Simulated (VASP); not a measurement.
HgTe: single point with LDA

Crystal: HgTe.

```
Hg Te
1.0
    -3.02516    3.02516    1.54894
     3.02516   -3.02516    1.54894
     3.02516    3.02516   -1.54894
Hg Te
1 1
Direct
  0.75000 0.25000 0.50000
  0.00000 0.00000 0.00000
```

```
Program                : VASP 6.6.1
Task                   : single point
Functional             : LDA
Potentials or basis    : VASP PAW LDA potentials, release 64 (Hg, Te)
Cutoff                 : 520 eV
k mesh                 : 10 × 10 × 10
Occupations            : fermi-dirac, width 0.05 eV
Spin                   : no spin polarisation
Dipole correction      : no
Further INCAR settings : ALGO = Normal; EDIFF = 1e-06; NBANDS = 16
```

```
Pressure               : -4.0 GPa
Band gap on the k mesh : zero (band 9 reaches 5.98 eV, above the bottom of band 10 at 2.50 eV)
```

Stress tensor (GPa, compression positive):
```
-5.43  0.00  0.00
 0.00 -5.43  0.00
 0.00  0.00 -1.01
```

Levels at points of the mesh, in eV from the Fermi level:
| k point | band 7 | band 8 | band 9 | band 10 | band 11 | band 12 |
| --- | --- | --- | --- | --- | --- | --- |
| (0.00, 0.00, 0.00) | -3.49 | -2.45 | -2.45 | 3.59 | 4.63 | 6.92 |
| (0.50, 0.00, 0.00) | -4.55 | -1.93 | -1.07 | -0.18 | 3.23 | 3.80 |
| (0.50, 0.50, 0.00) | -6.13 | -0.84 | 1.56 | 1.92 | 2.89 | 3.48 |
| (0.50, 0.50, 0.50) | -4.48 | -4.39 | -4.39 | 3.25 | 7.37 | 8.11 |

Wall time 81 s on 1 thread of Intel Xeon 6975P-C, with other jobs on the host, peak memory 0.24 GiB.

Caveat: spin-orbit coupling is left out, which moves the levels of the heavy elements.
